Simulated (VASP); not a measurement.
A run of VASP 6.6.1 is set up as follows.

INCAR

```
SYSTEM = BP
PREC = Accurate
ENCUT = 520
EDIFF = 1E-6
ISMEAR = 0
SIGMA = 0.01
LREAL = .FALSE.
LASPH = .TRUE.
NELM = 100
ALGO = Normal
ISIF = 2
LWAVE = .FALSE.
LCHARG = .FALSE.
GGA = PE
NBANDS = 11
```

KPOINTS

```
regular mesh
0
G
  6 6 6
  0 0 0
```

POSCAR

```
BP
1.0
    0.0000000000      2.2116077945      2.2116077945
    2.2116077945      0.0000000000      2.2116077945
    2.2116077945      2.2116077945      0.0000000000
B P
1 1
Direct
    0.0000000000      0.0000000000      0.0000000000
    0.2500000000      0.2500000000      0.2500000000
```

Potentials or basis: VASP PAW PBE potentials, release 64 (B, P).

Run with:

```sh
$ cat potpaw_PBE.64/B/POTCAR potpaw_PBE.64/P/POTCAR > POTCAR
$ mpirun -np 1 vasp_std > vasp.out
```

(1) What does it give for the pressure?

(2) Predict the band gap on the k mesh.

Answers

(1) 15.7 GPa.

(2) 1.17 eV, indirect (least direct gap 3.52 eV).

Caveat: the cell differs from its parent crystal (strain -2.5%).
